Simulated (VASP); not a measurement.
Set up this calculation in VASP 6.6.1, as the native input.

```
Task                   : single point
Functional             : PBEsol
Potentials or basis    : VASP PAW PBE potentials, release 64 (K_sv, Ta_pv, O)
Cutoff                 : 520 eV
k mesh                 : 8 × 8 × 8
Occupations            : gaussian, width 0.05 eV
Spin                   : no spin polarisation
Dipole correction      : no
Further INCAR settings : ALGO = Normal; EDIFF = 1e-07; NBANDS = 27
```

The structure of KTaO3 lies in POSCAR:

```
KTaO3
1.0
    4.1488152945      0.0000000000      0.0000000000
    0.0000000000      4.1488152945      0.0000000000
    0.0000000000      0.0000000000      3.6775098770
K Ta O
1 1 3
Direct
    0.5000000000      0.5000000000      0.5000000000
    0.0000000000      0.0000000000      0.0000000000
    0.5000000000      0.0000000000      0.0000000000
    0.0000000000      0.5000000000      0.0000000000
    0.0000000000      0.0000000000      0.5000000000
```

This cell differs from its parent crystal: volume 12.660 Å^3 an atom, c/a of the conventional cell 0.8864.

These files were run (other wordings do the same):

INCAR

```
SYSTEM = KTaO3
ALGO = Normal ; EDIFF = 1E-7
ENCUT = 520 ; GGA = PS
ISIF = 2 ; ISMEAR = 0
LASPH = .TRUE. ; LCHARG = .FALSE.
LREAL = .FALSE. ; LWAVE = .FALSE.
NBANDS = 27 ; NELM = 100
PREC = Accurate ; SIGMA = 0.05
```

KPOINTS

```
k-points
0
G
  8 8 8
  0 0 0
```

Potentials or basis: VASP PAW PBE potentials, release 64 (K_sv, Ta_pv, O).

The run is started by

```bash
$ cat potpaw_PBE.64/K_sv/POTCAR potpaw_PBE.64/Ta_pv/POTCAR potpaw_PBE.64/O/POTCAR > POTCAR
$ mpirun -np 1 vasp_std > vasp.out
```

Results of the run:

```json
{"Pressure": "6.8 GPa", "Band gap on the k mesh": "1.86 eV, indirect (least direct gap 2.36 eV)"}
```

Caveat: the PAW data sets were made with another functional, which shifts forces and pressure a little; spin-orbit coupling is left out, which moves the levels of the heavy elements.

Run time: 110 s on 1 thread of Intel Xeon 6975P-C, on a shared host, peak memory 0.26 GiB.
